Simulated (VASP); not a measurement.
**IrRh5: single point with PBE**

Crystal: IrRh5.

```xyz
12
Lattice="2.7180 0.0000 0.0000 0.0000 5.4357 0.0000 -0.0003 0.0005 11.4969" Properties=species:S:1:pos:R:3 pbc="T T T"
Ir    0.0001    2.7180   -0.0001
Ir   -0.0001    0.0000   -0.0001
Rh   -0.0001    2.7180    7.6508
Rh   -0.0006    0.0005    7.6506
Rh    1.3587    1.3593    9.5908
Rh    1.3588    4.0773    9.5905
Rh    1.3589    1.3588    1.9062
Rh    1.3591    4.0770    1.9063
Rh   -0.0001    0.0002    3.8463
Rh    0.0000    2.7179    3.8463
Rh    1.3589    1.3591    5.7487
Rh    1.3590    4.0768    5.7486
```

```
Program             : VASP 6.6.1
Task                : single point
Functional          : PBE
Potentials or basis : VASP PAW PBE potentials, release 64 (Ir, Rh_pv)
Cutoff              : 520 eV
k mesh              : 8 × 4 × 2
Occupations         : gaussian, width 0.2 eV
Spin                : no spin polarisation
```

```yaml
Pressure: 0.0 GPa
Largest_force: 0.036 eV/Å
Band_gap_on_the_k_mesh: zero (bands 84 and 85 overlap by 1.89 eV)
```

Forces on the atoms (eV/Å):
```
Ir  -0.001  0.000  0.004
Ir   0.001 -0.001  0.004
Rh   0.000  0.002  0.014
Rh   0.002 -0.002  0.014
Rh   0.000  0.001 -0.036
Rh   0.000 -0.002 -0.036
Rh   0.000  0.004  0.031
Rh  -0.001 -0.003  0.029
Rh   0.001 -0.001 -0.005
Rh   0.000  0.001 -0.007
Rh  -0.001  0.000 -0.007
Rh  -0.001  0.001 -0.005
```

Stress tensor (GPa, compression positive):
```
-0.15  0.00 -0.01
 0.00  0.08 -0.01
-0.01 -0.01  0.14
```

Levels at points of the mesh, in eV from the Fermi level:
```tsv
k point	band 83	band 84	band 85	band 86	band 87	band 88
(0.00, 0.00, 0.00)	-0.51	-0.51	-0.31	-0.31	0.04	0.22
(0.50, 0.00, 0.00)	0.81	0.81	0.87	0.94	0.94	1.01
(0.00, 0.50, 0.00)	-0.71	-0.71	-0.56	-0.56	-0.45	-0.45
(0.50, 0.50, 0.00)	0.50	0.50	0.52	0.52	0.58	0.58
(0.00, 0.00, 0.50)	-0.31	-0.20	0.38	0.46	0.49	0.50
(0.50, 0.00, 0.50)	0.55	0.56	0.63	0.66	0.81	0.81
(0.00, 0.50, 0.50)	-0.73	-0.73	-0.71	-0.71	0.25	0.26
(0.50, 0.50, 0.50)	0.59	0.59	0.61	0.61	0.70	0.70
```

Run time: 21 min on 1 thread of Intel(R) Xeon(R) Platinum 8488C (Sapphire Rapids), on a shared host, peak memory 0.54 GiB.

Caveat: spin-orbit coupling is left out, which moves the levels of the heavy elements.
